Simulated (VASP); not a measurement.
Input of a VASP 6.6.1 run:

The input INCAR:

```
SYSTEM = Sr2C
  PREC = Accurate
  ENCUT = 600
  EDIFF = 1E-6
  ISMEAR = 0
  SIGMA = 0.1
  LREAL = .FALSE.
  LASPH = .TRUE.
  NELM = 60
  ALGO = Normal
  ISIF = 3
  LWAVE = .FALSE.
  LCHARG = .FALSE.
  GGA = PE
  IBRION = 2
  NSW = 90
  EDIFFG = -0.04
```

KPOINTS

```
Automatic mesh
0
G
  6 6 6
  0 0 0
```

Contents of POSCAR:

```
Sr2C
1.0
    1.9363736700      1.1179658600      6.3975291600
   -1.9363736700      1.1179658600      6.3975291600
    0.0000000000     -2.2359317200      6.3975291600
Sr C
2 1
Direct
    0.2579300100      0.2579300100      0.2579300100
    0.7420699900      0.7420699900      0.7420699900
    0.0000000000      0.0000000000      0.0000000000
```

Potentials or basis: VASP PAW PBE potentials, release 64 (Sr_sv, C).

Command:

```console
$ cat potpaw_PBE.64/Sr_sv/POTCAR potpaw_PBE.64/C/POTCAR > POTCAR
$ mpirun -np 1 vasp_std > vasp.out
```

Task: Predict the space group after relaxing (to 0.05 Å).

Result: R-3m (No. 166).

Task: Estimate the relaxed volume.

Result: 32.87 Å³/atom.

Task: Estimate the relaxed cell.

Result: a = 7.004 Å, b = 7.004 Å, c = 7.004 Å, α = 34.55°, β = 34.55°, γ = 34.55°.

Task: What does it give for the band gap on the k mesh?

Result: Zero (band 12 reaches 1.66 eV, above the bottom of band 13 at 1.37 eV).

The path:
| step | energy change (eV) | largest force (eV/Å) | pressure (GPa) | volume (Å³) |
| --- | --- | --- | --- | --- |
| 1 | 0.0000 | 0.3667 | 3.71 | 83.10 |
| 2 | -0.1342 | 0.6867 | 0.40 | 91.04 |
| 3 | -0.1484 | 0.8091 | -0.87 | 95.11 |
| 4 | -0.2248 | 0.5236 | -0.78 | 96.71 |
| 5 | -0.2538 | 0.2167 | -0.67 | 98.07 |
| 6 | -0.2551 | 0.1369 | -0.65 | 98.43 |
| 7 | -0.2601 | 0.0064 | 0.37 | 95.79 |
| 8 | -0.2608 | 0.0310 | 0.10 | 96.45 |
| 9 | -0.2616 | 0.0354 | 0.09 | 96.67 |
| 10 | -0.2634 | 0.0470 | 0.05 | 97.33 |
| 11 | -0.2643 | 0.0719 | -0.02 | 98.61 |
| 12 | -0.2644 | 0.0639 | 0.01 | 98.20 |
| 13 | -0.2652 | 0.0108 | 0.08 | 98.60 |

Caveat: the volume moved by over 15 % at a fixed basis, so the end points are rough.
